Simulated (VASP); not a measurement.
Wanted: the native input for a VASP 6.6.1 run.

```yaml
Task: single point
Functional: PBE
Potentials_or_basis: VASP PAW PBE potentials, release 64 (Mn_pv)
Cutoff: 520 eV
k_mesh: 20 × 20 × 18
Occupations: gaussian, width 0.1 eV
Spin: no spin polarisation
Dipole_correction: no
Further_INCAR_settings: ALGO = Normal; EDIFF = 1e-07; NBANDS = 20
```

The structure of Mn lies in POSCAR:

```
Mn
1.0
    2.4776009527      0.0000000000      0.0000000000
    0.0000000000      2.4776009527      0.0000000000
    0.0000000000      0.0000000000      3.4999494362
Mn
2
Direct
    0.0000000000      0.5000000000      0.2499983731
    0.5000000000      0.0000000000      0.7500016269
```

The cell was generated, and may not be a known phase.

The input as run:

INCAR

```
ALGO     = Normal         # electronic algorithm
EDIFF    = 1E-7           # SCF threshold, eV
ENCUT    = 520            # plane-wave cutoff, eV
GGA      = PE             # functional
ISIF     = 2              # what is computed and relaxed
ISMEAR   = 0              # smearing method
LASPH    = True           # aspherical terms in the spheres
LCHARG   = False          # write CHGCAR
LREAL    = False          # projectors in reciprocal space
LWAVE    = False          # write WAVECAR
NBANDS   = 20             # bands
NELM     = 100            # most SCF steps
PREC     = Accurate       # precision mode
SIGMA    = 0.1            # smearing width, eV
```

KPOINTS

```
k-points
0
Gamma
  20 20 18
```

Potentials or basis: VASP PAW PBE potentials, release 64 (Mn_pv).

Launch:

```console
$ cat potpaw_PBE.64/Mn_pv/POTCAR > POTCAR
$ mpirun -np 1 vasp_std > vasp.out
```

Results of the run:

The pressure is -0.1 GPa and the band gap on the k mesh is zero (bands 13 and 14 overlap by 2.93 eV).

Caveat: the run has no spin polarisation, though such a crystal can be magnetic.

Run time: 5.4 min on 1 thread of AMD EPYC 7R43 64-Core Processor (Zen 3) (shared host), peak memory 0.27 GiB.
